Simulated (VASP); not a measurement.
# SnO2 (P4_2/mnm) in VASP: single point with r2SCAN

Aim: the single point of SnO2 with r2SCAN.

Everything below comes from runs of VASP 6.6.1. Logs are shortened: lines on timing, memory, paths and dates and some standing lists are left out, and cuts for length are marked.

## (1) The cell of the first run

The structure is tetragonal, space group P4_2/mnm (No. 136). The conventional cell has a = 4.761 Å, b = 4.761 Å, c = 3.200 Å, α = 90.00°, β = 90.00°, γ = 90.00°. Sn (site symmetry mmm) has 6 O at 2.06 to 2.07 Å within 2.7 Å. Within 2.7 Å of O (site symmetry m2m) lie 3 Sn at 2.06 to 2.07 Å and 1 O at 2.61 Å.

## (2) Single point, r2SCAN

POSCAR reads:

```
SnO2
1.0
    4.7605736665      0.0000000000      0.0000000000
    0.0000000000      4.7605736665      0.0000000000
    0.0000000000      0.0000000000      3.2000803270
Sn O
2 4
Direct
    0.0000000000      0.0000000000      0.0000000000
    0.5000000000      0.5000000000      0.5000000000
    0.3058781130      0.3058781130      0.0000000000
    0.1941218870      0.8058781130      0.5000000000
    0.8058781130      0.1941218870      0.5000000000
    0.6941218870      0.6941218870      0.0000000000
```

INCAR.step1 reads:

```
PREC = Accurate
ENCUT = 520
ISMEAR = 0
SIGMA = 0.01
LREAL = F
LASPH = T
NELM = 100
NBANDS = 35
GGA = PE
ALGO = Normal
EDIFF = 1E-4
LWAVE = T
LCHARG = F
```

INCAR.step2 reads:

```
PREC = Accurate
ENCUT = 520
EDIFF = 1E-6
ISMEAR = 0
SIGMA = 0.01
LREAL = F
LASPH = T
NELM = 100
ALGO = Normal
ISIF = 2
LWAVE = F
LCHARG = T
METAGGA = R2SCAN
LMIXTAU = T
LELF = T
LVHAR = T
NBANDS = 35
ISTART = 1
```

KPOINTS reads:

```
Automatic mesh
0
Gamma
  6 6 8
```

Potentials or basis: VASP PAW PBE potentials, release 64 (Sn_d, O).

Run with:

```
$ cat potpaw_PBE.64/Sn_d/POTCAR potpaw_PBE.64/O/POTCAR > POTCAR
$ cp INCAR.step1 INCAR
$ mpirun -np 1 vasp_std > vasp.out
$ cp INCAR.step2 INCAR
$ mpirun -np 1 vasp_std > vasp.out
```

OUTCAR:

```text
PREC = Accurate
   ENCUT = 520
   EDIFF = 1E-6
   ISMEAR = 0
   LREAL = F
   LASPH = T
   NELM = 100
   ISIF = 2
   METAGGA = R2SCAN
   ISTART = 1

 ion  position               nearest neighbor table
   1  0.000  0.000  0.000-   3 2.06   6 2.06   5 2.07   4 2.07   4 2.07   5 2.07   2 3.73   2 3.73
                             2 3.73   2 3.73   2 3.73   2 3.73   2 3.73   2 3.73
   2  0.500  0.500  0.500-   4 2.06   5 2.06   3 2.07   6 2.07   3 2.07   6 2.07   1 3.73   1 3.73
                             1 3.73   1 3.73   1 3.73   1 3.73   1 3.73   1 3.73
   3  0.306  0.306  0.000-   1 2.06   2 2.07   2 2.07
   4  0.194  0.806  0.500-   2 2.06   1 2.07   1 2.07
   5  0.806  0.194  0.500-   2 2.06   1 2.07   1 2.07
   6  0.694  0.694  0.000-   1 2.06   2 2.07   2 2.07

  LATTYP: Found a simple tetragonal cell.
 ALAT       =     4.7605736665
 C/A-ratio  =     0.6722047701

  Lattice vectors:

 A1 = (   4.7605736665,   0.0000000000,   0.0000000000)
 A2 = (   0.0000000000,   4.7605736665,   0.0000000000)
 A3 = (   0.0000000000,   0.0000000000,   3.2000803270)

Analysis of symmetry for initial positions (statically):
=====================================================================
 Subroutine PRICEL returns:
 Original cell was already a primitive cell.

 Routine SETGRP: Setting up the symmetry group for a
 simple tetragonal supercell.

 Subroutine GETGRP returns: Found 16 space group operations
 (whereof  8 operations were pure point group operations)
 out of a pool of 16 trial point group operations.

The static configuration has the point symmetry D_2h.
 The point group associated with its full space group is D_4h.

Analysis of symmetry for dynamics (positions and initial velocities):
=====================================================================
 Subroutine PRICEL returns:
 Original cell was already a primitive cell.

 Routine SETGRP: Setting up the symmetry group for a
 simple tetragonal supercell.

 Subroutine GETGRP returns: Found 16 space group operations
 (whereof  8 operations were pure point group operations)
 out of a pool of 16 trial point group operations.

The dynamic configuration has the point symmetry D_2h.
 The point group associated with its full space group is D_4h.

 Subroutine INISYM returns: Found 16 space group operations
 (whereof  8 operations are pure point group operations),
 and found     1 'primitive' translations

----------------------------------------------------------------------------------------

                                     Primitive cell

  volume of cell :      72.5236

  direct lattice vectors                    reciprocal lattice vectors
     4.760573667  0.000000000  0.000000000     0.210058718  0.000000000  0.000000000
     0.000000000  4.760573667  0.000000000     0.000000000  0.210058718  0.000000000
     0.000000000  0.000000000  3.200080327     0.000000000  0.000000000  0.312492156

  length of vectors
     4.760573667  4.760573667  3.200080327     0.210058718  0.210058718  0.312492156

  position of ions in fractional coordinates (direct lattice)
     0.000000000  0.000000000  0.000000000
     0.500000000  0.500000000  0.500000000
     0.305878113  0.305878113  0.000000000
     0.194121887  0.805878113  0.500000000
     0.805878113  0.194121887  0.500000000
     0.694121887  0.694121887  0.000000000

  ion indices of the primitive-cell ions
   primitive index   ion index
                 1           1
                 2           2
                 3           3
                 4           4
                 5           5
                 6           6

----------------------------------------------------------------------------------------

 KPOINTS: Automatic mesh

Automatic generation of k-mesh.
 Grid dimensions read from file:
 generate k-points for:    6    6    8

 Generating k-lattice:

  Cartesian coordinates                     Fractional coordinates (reciprocal lattice)
     0.035009786  0.000000000  0.000000000     0.166666667  0.000000000  0.000000000
     0.000000000  0.035009786  0.000000000     0.000000000  0.166666667  0.000000000
     0.000000000  0.000000000  0.039061519     0.000000000  0.000000000  0.125000000

  Length of vectors
     0.035009786  0.035009786  0.039061519

  Shift w.r.t. Gamma in fractional coordinates (k-lattice)
     0.000000000  0.000000000  0.000000000

 Subroutine IBZKPT returns following result:
 ===========================================

 Found     50 irreducible k-points:

 Following reciprocal coordinates:
            Coordinates               Weight
  0.000000  0.000000  0.000000      1.000000
  0.166667  0.000000  0.000000      4.000000
  0.333333  0.000000  0.000000      4.000000
  0.500000  0.000000  0.000000      2.000000
  0.166667  0.166667  0.000000      4.000000
  0.333333  0.166667  0.000000      8.000000
[... 16 lines left out ...]
  0.333333  0.000000  0.250000      8.000000
  0.500000  0.000000  0.250000      4.000000
 [... further k-points ...]
   k-points           NKPTS =     50   k-points in BZ     NKDIM =     50   number of bands    NBANDS=     35
   number of dos      NEDOS =    301   number of ions     NIONS =      6
   total plane-waves  NPLWV =  31104
   dimension x,y,z NGX =    36 NGY =   36 NGZ =   24
   dimension x,y,z NGXF=    72 NGYF=   72 NGZF=   48
   ions per type =               2   4
   NGX,Y,Z   is equivalent  to a cutoff of  12.57, 12.57, 12.47 a.u.
   NGXF,Y,Z  is equivalent  to a cutoff of  25.14, 25.14, 24.94 a.u.
 SYSTEM =  unknown system
   PREC   = accura    normal or accurate (medium, high low for compatibility)
   ISTART =      1    job   : 0-new  1-cont  2-samecut
   ICHARG =      0    charge: 1-file 2-atom 10-const
   ISPIN  =      1    spin polarized calculation?
   LNONCOLLINEAR =      F non collinear calculations
   LSORBIT =      F    spin-orbit coupling
   LASPH  =      T    aspherical Exc in radial PAW
   ENCUT  =  520.0 eV  38.22 Ry    6.18 a.u.   8.85  8.85  5.95*2*pi/ulx,y,z
   NELM   =    100;   NELMIN=  2; NELMDL=  0     # of ELM steps
   EDIFF  = 0.1E-05   stopping-criterion for ELM
   LREAL  =      F    real-space projection
   EDIFFG = 0.1E-04   stopping-criterion for IOM
   NSW    =      0    number of steps for IOM
   IBRION =     -1    ionic relax: 0-MD 1-quasi-New 2-CG
   NFREE  =      0    steps in history (QN), initial steepest desc. (CG)
   ISIF   =      2    stress and relaxation
   ISYM   =      2    0-nonsym 1-usesym 2-fastsym
   POTIM  = 0.5000    time-step for ionic-motion
   TEBEG  =    0.0;   TEEND  =   0.0 temperature during run
   PSTRESS=    0.0 pullay stress
   NELECT =      52.0000    total number of electrons
   NUPDOWN=      -1.0000    fix difference up-down
   EMIN   =  10.00;   EMAX   =-10.00  energy-range for DOS
   EFERMI =   0.00;   METHOD = LEGACY
   ISMEAR =     0;   SIGMA  =   0.01  broadening in eV -4-tet -1-fermi 0-gaus
   EFERMI_NEDOS =   21; number of points for ismear=-14 and -15
   IALGO  =     38    algorithm
   IMIX   =      4    mixing-type and parameters
     AMIX     =   0.40;   BMIX     =  1.00
     AMIX_MAG =   1.60;   BMIX_MAG =  1.00
  volume/ion in A,a.u.               =      12.09        81.57
  Fermi-wavevector in a.u.,A,eV,Ry     =   1.465265  2.768949 29.211722  2.147001
  Thomas-Fermi vector in A             =   2.581142
   LORBIT       =      0    0 simple, 1 ext, 2 COOP (PROOUT), +10 PAW based schemes
   METAGGA = R2SCAN    functional components
   LHFCALC =     F    Hartree Fock is set to
   AEXX    =    0.0000 exact exchange contribution
   IVDW    =     0    specifies the selected vdW correction
   LEPSILON=     F    determine dielectric tensor
   LRPA    =     F    only Hartree local field effects (RPA)
 non-spin polarized calculation
 Gauss-broadening in eV      SIGMA  =   0.01
  energy-cutoff  :      520.00
  volume of cell :       72.52
 maximum number of plane-waves:      1992
 NGX is ok and might be reduce to    36
   NGX = 17   NGY = 17   NGZ = 11

 number of electron      52.0000003 magnetization

 Free energy of the ion-electron system (eV)
  ---------------------------------------------------
  ext. energy  EPLUGINS =         0.00000000
  ---------------------------------------------------
  free energy    TOTEN  =       -84.62955664 eV

  energy without entropy =      -84.62955664  energy(sigma->0) =      -84.62955664

 E-fermi :   5.6127     XC(G=0): -11.9691

 val. band max:        5.5568830924   @ k =   0.0000   0.0000   0.0000
 cond. band min:       7.3508260058   @ k =   0.0000   0.0000   0.0000
 fundamental gap:      1.7939429134
 Fermi energy:         5.6126513539

 k-point     1 :       0.0000    0.0000    0.0000
  band No.  band energies     occupation
      1     -16.1807      2.00000
      2     -15.2677      2.00000
      3     -14.9673      2.00000
      4     -14.9673      2.00000
      5     -14.9450      2.00000
      6     -14.9060      2.00000
[... 27 lines left out ...]
     34      18.6522      0.00000
     35      18.9981      0.00000

 k-point     2 :       0.1667    0.0000    0.0000
  band No.  band energies     occupation
      1     -16.1335      2.00000
      2     -15.3270      2.00000
      3     -14.9657      2.00000
      4     -14.9656      2.00000
      5     -14.9469      2.00000
      6     -14.9458      2.00000
[... 27 lines left out ...]
     34      18.6154      0.00000
     35      18.9446      0.00000

 k-point     3 :       0.3333    0.0000    0.0000
  band No.  band energies     occupation
      1     -15.9956      2.00000
      2     -15.5265      2.00000
      3     -14.9719      2.00000
      4     -14.9624      2.00000
      5     -14.9622      2.00000
      6     -14.9531      2.00000
[... 27 lines left out ...]
     34      18.6090      0.00000
     35      18.8817      0.00000
[... 723 lines left out ...]
 k-point    23 :       0.3333    0.0000    0.2500
  band No.  band energies     occupation
      1     -15.8844      2.00000
      2     -15.7235      2.00000
      3     -15.3393      2.00000
      4     -15.0580      2.00000
      5     -14.8458      2.00000
      6     -14.8406      2.00000
[... 27 lines left out ...]
     34      18.6100      0.00000
     35      18.8436      0.00000

 k-point    24 :       0.5000    0.0000    0.2500
  band No.  band energies     occupation
      1     -15.8274      2.00000
      2     -15.8274      2.00000
      3     -15.1872      2.00000
      4     -15.1872      2.00000
      5     -14.8384      2.00000
      6     -14.8384      2.00000
[... 27 lines left out ...]
     34      18.8049      0.00000
     35      19.0984      0.00000

 [... further k-points ...]

------------------------ aborting loop because EDIFF is reached ----------------------------------------

  FORCE on cell =-STRESS in cart. coord.  units (eV):
  Direction    XX          YY          ZZ          XY          YZ          ZX
  --------------------------------------------------------------------------------------
  -------------------------------------------------------------------------------------
  Total        0.4053771      0.4053771      0.6677595     -0.0000000      0.0000000      0.0000000
  in kB        8.9555107      8.9555107     14.7520106     -0.0000000      0.0000000      0.0000000
  external PRESSURE =      10.8876773 kB  Pullay stress =       0.0000000 kB

 VOLUME and BASIS-vectors are now :
 -----------------------------------------------------------------------------
  energy-cutoff  :      520.00
  volume of cell :       72.52
      direct lattice vectors                 reciprocal lattice vectors
     4.760573667  0.000000000  0.000000000     0.210058718  0.000000000  0.000000000
     0.000000000  4.760573667  0.000000000     0.000000000  0.210058718  0.000000000
     0.000000000  0.000000000  3.200080327     0.000000000  0.000000000  0.312492156

 POSITION                                       TOTAL-FORCE (eV/Angst)
 -----------------------------------------------------------------------------------
      0.00000      0.00000      0.00000         0.000000      0.000000      0.000000
      2.38029      2.38029      1.60004         0.000000      0.000000      0.000000
      1.45616      1.45616      0.00000        -0.016822     -0.016822      0.000000
      0.92413      3.83644      1.60004         0.016822     -0.016822      0.000000
      3.83644      0.92413      1.60004        -0.016822      0.016822      0.000000
      3.30442      3.30442      0.00000         0.016822      0.016822      0.000000
 -----------------------------------------------------------------------------------
    total drift:                                0.000000      0.000000      0.000000

  FREE ENERGIE OF THE ION-ELECTRON SYSTEM (eV)
  ---------------------------------------------------
  free  energy   TOTEN  =       -84.6295566419 eV

  energy  without entropy=      -84.6295566419  energy(sigma->0) =      -84.62955664
```

Wall time 4.2 min (1 thread of Intel Xeon Platinum 8259CL at 2.50GHz (Skylake/Cascade Lake), shared host); peak memory 0.24 GiB.

What came out:

- Free energy: -84.6296 eV
- Pressure: 1.1 GPa
- Largest force: 0.024 eV/Å
- Band gap on the k mesh: 1.79 eV

Forces on the atoms (eV/Å):
```
Sn   0.000  0.000  0.000
Sn   0.000  0.000  0.000
O   -0.017 -0.017  0.000
O    0.017 -0.017  0.000
O   -0.017  0.017  0.000
O    0.017  0.017  0.000
```

Caveat: the PAW data sets were made with another functional, which shifts forces and pressure a little; spin-orbit coupling is left out, which moves the levels of the heavy elements.
